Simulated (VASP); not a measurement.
# Al3Cu2 (P-3m1) in VASP: notebook, part 2 of 2

VASP 6.6.1. Earlier steps stand in the parts before.

### Step 4. Single point, PBEsol

INCAR

```
ALGO = Normal
EDIFF = 1E-6
ENCUT = 520
GGA = PS
ISIF = 2
ISMEAR = -1
LASPH = True
LCHARG = False
LREAL = False
LWAVE = False
NBANDS = 24
NELM = 80
PREC = Accurate
SIGMA = 0.01
```

KPOINTS

```
k-points
0
Gamma
  4 4 3
```

POSCAR

```
Al3Cu2
1.0
    4.0919516400      0.0000000000      0.0000000000
   -2.0459758200      3.5437340700      0.0000000000
    0.0000000000      0.0000000000      4.9927787000
Al Cu
3 2
Direct
    0.0000000000      0.0000000000      0.0000000000
    0.3333333300      0.6666666700      0.3499253500
    0.6666666700      0.3333333300      0.6500746500
    0.3333333300      0.6666666700      0.8395121300
    0.6666666700      0.3333333300      0.1604878700
```

Potentials or basis: VASP PAW PBE potentials, release 64 (Al, Cu).

The run is started by

```bash
cat potpaw_PBE.64/Al/POTCAR potpaw_PBE.64/Cu/POTCAR > POTCAR
mpirun -np 1 vasp_std > vasp.out
```

OUTCAR:

```text
EDIFF = 1E-6
   ENCUT = 520
   GGA = PS
   ISIF = 2
   ISMEAR = -1
   LASPH = True
   LREAL = False
   NELM = 80
   PREC = Accurate

 ion  position               nearest neighbor table
   1  0.000  0.000  0.000-   4 2.49   5 2.49   4 2.49   5 2.49   5 2.49   4 2.49   2 2.94   3 2.94
                             2 2.94   3 2.94   2 2.94   3 2.94
   2  0.333  0.667  0.350-   4 2.44   5 2.54   5 2.54   5 2.54   4 2.55   3 2.80   3 2.80   3 2.80
                             1 2.94   1 2.94   1 2.94
   3  0.667  0.333  0.650-   5 2.44   4 2.54   4 2.54   4 2.54   5 2.55   2 2.80   2 2.80   2 2.80
                             1 2.94   1 2.94   1 2.94
   4  0.333  0.667  0.840-   2 2.44   1 2.49   1 2.49   1 2.49   3 2.54   3 2.54   3 2.54   2 2.55

   5  0.667  0.333  0.160-   3 2.44   1 2.49   1 2.49   1 2.49   2 2.54   2 2.54   2 2.54   3 2.55

  LATTYP: Found a hexagonal cell.
 ALAT       =     4.0919516400
 C/A-ratio  =     1.2201460670

  Lattice vectors:

 A1 = (   4.0919516400,   0.0000000000,   0.0000000000)
 A2 = (  -2.0459758200,   3.5437340700,   0.0000000000)
 A3 = (   0.0000000000,   0.0000000000,   4.9927787000)

Analysis of symmetry for initial positions (statically):
=====================================================================
 Subroutine PRICEL returns:
 Original cell was already a primitive cell.

 Routine SETGRP: Setting up the symmetry group for a
 hexagonal supercell.

 Subroutine GETGRP returns: Found 12 space group operations
 (whereof 12 operations were pure point group operations)
 out of a pool of 24 trial point group operations.

The static configuration has the point symmetry D_3d.

Analysis of symmetry for dynamics (positions and initial velocities):
=====================================================================
 Subroutine PRICEL returns:
 Original cell was already a primitive cell.

 Routine SETGRP: Setting up the symmetry group for a
 hexagonal supercell.

 Subroutine GETGRP returns: Found 12 space group operations
 (whereof 12 operations were pure point group operations)
 out of a pool of 24 trial point group operations.

The dynamic configuration has the point symmetry D_3d.

 Subroutine INISYM returns: Found 12 space group operations
 (whereof 12 operations are pure point group operations),
 and found     1 'primitive' translations

----------------------------------------------------------------------------------------

                                     Primitive cell

  volume of cell :      72.3992

  direct lattice vectors                    reciprocal lattice vectors
     4.091951640  0.000000000  0.000000000     0.244382165  0.141094109  0.000000000
    -2.045975820  3.543734070  0.000000000     0.000000000  0.282188217  0.000000000
     0.000000000  0.000000000  4.992778700     0.000000000  0.000000000  0.200289270

  length of vectors
     4.091951640  4.091951639  4.992778700     0.282188217  0.282188217  0.200289270

  position of ions in fractional coordinates (direct lattice)
     0.000000000  0.000000000  0.000000000
     0.333333330  0.666666670  0.349925350
     0.666666670  0.333333330  0.650074650
     0.333333330  0.666666670  0.839512130
     0.666666670  0.333333330  0.160487870

  ion indices of the primitive-cell ions
   primitive index   ion index
                 1           1
[... 32 lines left out ...]
            Coordinates               Weight
  0.000000  0.000000  0.000000      1.000000
  0.250000 -0.000000  0.000000      6.000000
  0.500000 -0.000000  0.000000      3.000000
  0.250000  0.250000  0.000000      6.000000
  0.000000  0.000000  0.333333      2.000000
  0.250000 -0.000000  0.333333      6.000000
  0.000000  0.250000  0.333333      6.000000
  0.500000 -0.000000  0.333333      6.000000
  0.250000  0.250000  0.333333     12.000000
   k-points           NKPTS =      9   k-points in BZ     NKDIM =      9   number of bands    NBANDS=     24
   number of dos      NEDOS =    301   number of ions     NIONS =      5
   total plane-waves  NPLWV =  36000
   dimension x,y,z NGX =    30 NGY =   30 NGZ =   40
   dimension x,y,z NGXF=    60 NGYF=   60 NGZF=   80
   ions per type =               3   2
   NGX,Y,Z   is equivalent  to a cutoff of  12.19, 12.19, 13.32 a.u.
   NGXF,Y,Z  is equivalent  to a cutoff of  24.38, 24.38, 26.64 a.u.
 SYSTEM =  unknown system
   PREC   = accura    normal or accurate (medium, high low for compatibility)
   ISTART =      0    job   : 0-new  1-cont  2-samecut
   ICHARG =      2    charge: 1-file 2-atom 10-const
   ISPIN  =      1    spin polarized calculation?
   LNONCOLLINEAR =      F non collinear calculations
   LSORBIT =      F    spin-orbit coupling
   LASPH  =      T    aspherical Exc in radial PAW
   ENCUT  =  520.0 eV  38.22 Ry    6.18 a.u.   7.61  7.61  9.28*2*pi/ulx,y,z
   NELM   =     80;   NELMIN=  2; NELMDL= -5     # of ELM steps
   EDIFF  = 0.1E-05   stopping-criterion for ELM
   LREAL  =      F    real-space projection
   EDIFFG = 0.1E-04   stopping-criterion for IOM
   NSW    =      0    number of steps for IOM
   IBRION =     -1    ionic relax: 0-MD 1-quasi-New 2-CG
   NFREE  =      0    steps in history (QN), initial steepest desc. (CG)
   ISIF   =      2    stress and relaxation
   ISYM   =      2    0-nonsym 1-usesym 2-fastsym
   POTIM  = 0.5000    time-step for ionic-motion
   TEBEG  =    0.0;   TEEND  =   0.0 temperature during run
   PSTRESS=    0.0 pullay stress
   NELECT =      31.0000    total number of electrons
   NUPDOWN=      -1.0000    fix difference up-down
   EMIN   =  10.00;   EMAX   =-10.00  energy-range for DOS
   EFERMI =   0.00;   METHOD = LEGACY
   ISMEAR =    -1;   SIGMA  =   0.01  broadening in eV -4-tet -1-fermi 0-gaus
   EFERMI_NEDOS =   21; number of points for ismear=-14 and -15
   IALGO  =     38    algorithm
   IMIX   =      4    mixing-type and parameters
     AMIX     =   0.40;   BMIX     =  1.00
     AMIX_MAG =   1.60;   BMIX_MAG =  1.00
  volume/ion in A,a.u.               =      14.48        97.71
  Fermi-wavevector in a.u.,A,eV,Ry     =   1.233912  2.331755 20.715388  1.522538
  Thomas-Fermi vector in A             =   2.368623
   LORBIT       =      0    0 simple, 1 ext, 2 COOP (PROOUT), +10 PAW based schemes
   GGA     = PS    functional components
   LHFCALC =     F    Hartree Fock is set to
   AEXX    =    0.0000 exact exchange contribution
   IVDW    =     0    specifies the selected vdW correction
   LEPSILON=     F    determine dielectric tensor
   LRPA    =     F    only Hartree local field effects (RPA)
 non-spin polarized calculation
  energy-cutoff  :      520.00
  volume of cell :       72.40
 maximum number of plane-waves:      1980
   NGX = 15   NGY = 15   NGZ = 19

 number of electron      30.9999996 magnetization

 Free energy of the ion-electron system (eV)
  ---------------------------------------------------
  ext. energy  EPLUGINS =         0.00000000
  ---------------------------------------------------
  free energy    TOTEN  =       -21.56388996 eV

  energy without entropy =      -21.56077778  energy(sigma->0) =      -21.56233387

 E-fermi :   8.6845     XC(G=0): -11.0702

 val. band max:        8.3538498332   @ k =   0.2500   0.2500   0.0000
 cond. band min:       8.6853186675   @ k =   0.5000  -0.0000   0.3333
 fundamental gap:      0.3314688343
 Fermi energy:         8.6845472190

 k-point     1 :       0.0000    0.0000    0.0000
  band No.  band energies     occupation
      1      -2.9543      2.00000
      2       1.8694      2.00000
      3       2.4115      2.00000
      4       2.9666      2.00000
      5       2.9666      2.00000
      6       3.3209      2.00000
[... 232 lines left out ...]
     23      14.4698      0.00000
     24      16.1895      0.00000

------------------------ aborting loop because EDIFF is reached ----------------------------------------

  FORCE on cell =-STRESS in cart. coord.  units (eV):
  Direction    XX          YY          ZZ          XY          YZ          ZX
  --------------------------------------------------------------------------------------
  -------------------------------------------------------------------------------------
  Total        0.9765352      0.9765352      0.5703989      0.0000000      0.0000000      0.0000000
  in kB       21.6104871     21.6104871     12.6227894      0.0000000      0.0000000      0.0000000
  external PRESSURE =      18.6145879 kB  Pullay stress =       0.0000000 kB

 VOLUME and BASIS-vectors are now :
 -----------------------------------------------------------------------------
  energy-cutoff  :      520.00
  volume of cell :       72.40
      direct lattice vectors                 reciprocal lattice vectors
     4.091951640  0.000000000  0.000000000     0.244382165  0.141094109  0.000000000
    -2.045975820  3.543734070  0.000000000     0.000000000  0.282188217  0.000000000
     0.000000000  0.000000000  4.992778700     0.000000000  0.000000000  0.200289270

 POSITION                                       TOTAL-FORCE (eV/Angst)
 -----------------------------------------------------------------------------------
      0.00000      0.00000      0.00000        -0.000000      0.000000      0.000000
     -0.00000      2.36249      1.74710        -0.000000      0.000000     -0.038849
      2.04598      1.18124      3.24568        -0.000000     -0.000000      0.038849
     -0.00000      2.36249      4.19150         0.000000      0.000000      0.145421
      2.04598      1.18124      0.80128        -0.000000     -0.000000     -0.145421
 -----------------------------------------------------------------------------------
    total drift:                                0.000000     -0.000000      0.000000

  FREE ENERGIE OF THE ION-ELECTRON SYSTEM (eV)
  ---------------------------------------------------
  free  energy   TOTEN  =       -21.5638899595 eV

  energy  without entropy=      -21.5607777755  energy(sigma->0) =      -21.56233387
```

OSZICAR:

```text
N       E                     dE             d eps       ncg     rms          rms(c)
DAV:   1     0.177059849225E+03    0.17706E+03   -0.12390E+04   432   0.147E+03
DAV:   2    -0.146251730312E+02   -0.19169E+03   -0.17917E+03   432   0.293E+02
DAV:   3    -0.262065826506E+02   -0.11581E+02   -0.10848E+02   584   0.935E+01
DAV:   4    -0.265277441857E+02   -0.32116E+00   -0.32085E+00   576   0.134E+01
DAV:   5    -0.265361125626E+02   -0.83684E-02   -0.83681E-02   616   0.201E+00    0.210E+01
DAV:   6    -0.298050525503E+02   -0.32689E+01   -0.86433E+01   520   0.260E+02    0.169E+01
DAV:   7    -0.218542956903E+02    0.79508E+01   -0.24486E+01   536   0.109E+02    0.335E+00
DAV:   8    -0.216008377028E+02    0.25346E+00   -0.24418E+00   712   0.333E+01    0.170E+00
DAV:   9    -0.215645655813E+02    0.36272E-01   -0.19284E-01   672   0.837E+00    0.384E-01
DAV:  10    -0.215669262751E+02   -0.23607E-02   -0.95197E-03   704   0.251E+00    0.431E-01
DAV:  11    -0.215638436740E+02    0.30826E-02   -0.78874E-03   568   0.259E+00    0.690E-02
DAV:  12    -0.215639020153E+02   -0.58341E-04   -0.54706E-04   664   0.258E-01    0.345E-02
DAV:  13    -0.215638900551E+02    0.11960E-04   -0.73080E-05   616   0.228E-01    0.867E-03
DAV:  14    -0.215638899595E+02    0.95614E-07   -0.54858E-06   440   0.240E-02
   1 F= -.21563890E+02 E0= -.21562334E+02  d E =-.311218E-02
```

It used 20 s of CPU time on 1 thread of Intel Xeon 6975P-C, with other jobs on the host.

Results:

```
Free energy   : -21.5639 eV
Pressure      : 1.9 GPa
Largest force : 0.145 eV/Å
```

Forces in eV/Å, atoms in the order of the input:
```
Al   0.000  0.000  0.000
Al   0.000  0.000 -0.039
Al   0.000  0.000  0.039
Cu   0.000  0.000  0.145
Cu   0.000  0.000 -0.145
```

Stress tensor (GPa, compression positive):
```
2.16 0.00 0.00
0.00 2.16 0.00
0.00 0.00 1.26
```

Levels at points of the mesh, in eV from the Fermi level:
| k point | band 11 | band 12 | band 13 | band 14 | band 15 | band 16 | band 17 | band 18 | band 19 | band 20 |
| --- | --- | --- | --- | --- | --- | --- | --- | --- | --- | --- |
| (0.00, 0.00, 0.00) | -4.49 | -4.05 | -3.99 | -0.54 | -0.54 | 0.99 | 0.99 | 2.18 | 2.55 | 4.96 |
| (0.50, 0.00, 0.00) | -4.64 | -4.45 | -3.40 | -3.36 | -2.94 | -1.15 | -0.43 | 0.02 | 2.63 | 3.45 |

Caveat: the k points lie up to 0.44 Å⁻¹ apart; the PAW data sets were made with another functional, which shifts forces and pressure a little.

### Step 5. Single point, PBEsol

INCAR

```
ALGO     = Normal         # electronic algorithm
EDIFF    = 1E-7           # SCF threshold, eV
ENCUT    = 520            # plane-wave cutoff, eV
GGA      = PS             # functional
ISIF     = 2              # what is computed and relaxed
ISMEAR   = -1             # smearing method
LASPH    = T              # aspherical terms in the spheres
LCHARG   = T              # write CHGCAR
LELF     = T              # ELF
LREAL    = F              # projectors in reciprocal space
LVHAR    = T            
LWAVE    = F              # write WAVECAR
NBANDS   = 24             # bands
NELM     = 60             # most SCF steps
PREC     = Accurate       # precision mode
SIGMA    = 0.01           # smearing width, eV
```

KPOINTS

```
k-points
0
Gamma
  5 5 4
```

POSCAR is that of step 4.

The run is started by

```bash
cat potpaw_PBE.64/Al/POTCAR potpaw_PBE.64/Cu/POTCAR > POTCAR
mpirun -np 1 vasp_std > vasp.out
```

Run time: 61 s. Hardware: 1 thread of Intel Xeon 6975P-C, shared host; peak memory 0.18 GiB.

Results (log left out):

```
Free energy   : -21.7055 eV
Pressure      : 0.3 GPa
Largest force : 0.045 eV/Å
```

Forces on the atoms (eV/Å):
```
Al   0.000  0.000  0.000
Al   0.000  0.000  0.045
Al   0.000  0.000 -0.045
Cu   0.000  0.000  0.022
Cu   0.000  0.000 -0.022
```

Stress tensor (GPa, compression positive):
```
0.16 0.00 0.00
0.00 0.16 0.00
0.00 0.00 0.52
```

Levels at points of the mesh, in eV from the Fermi level:
```csv
k point,band 12,band 13,band 14,band 15,band 16,band 17,band 18,band 19
"(0.00, 0.00, 0.00)",-3.80,-3.73,-0.26,-0.26,1.26,1.26,2.45,2.81
"(0.00, 0.00, 0.50)",-4.28,1.11,1.11,1.24,1.24,1.69,2.34,2.34
```

Caveat: the PAW data sets were made with another functional, which shifts forces and pressure a little.

### Step 6. The runs side by side

| k mesh | gap on the mesh (eV) | pressure (GPa) | largest force (eV/Å) |
| --- | --- | --- | --- |
| 2 × 2 × 2 | none | 3.0 | 0.35 |
| 3 × 3 × 2 | none | 1.5 | 0.07 |
| 4 × 4 × 3 | none | 1.9 | 0.15 |
| 5 × 5 × 4 | none | 0.3 | 0.05 |

Alike in all rows: task single point; level PBEsol; potentials or basis VASP PAW PBE potentials, release 64 (Al, Cu); no spin polarisation; cell as given; cutoff (eV) 520; smearing fermi-dirac 0.01 eV.

Caveats: some runs use coarse meshes; the PAW data sets were made with another functional, which shifts forces and pressure a little.

Absolute energies hang on the potentials; compare differences alone.
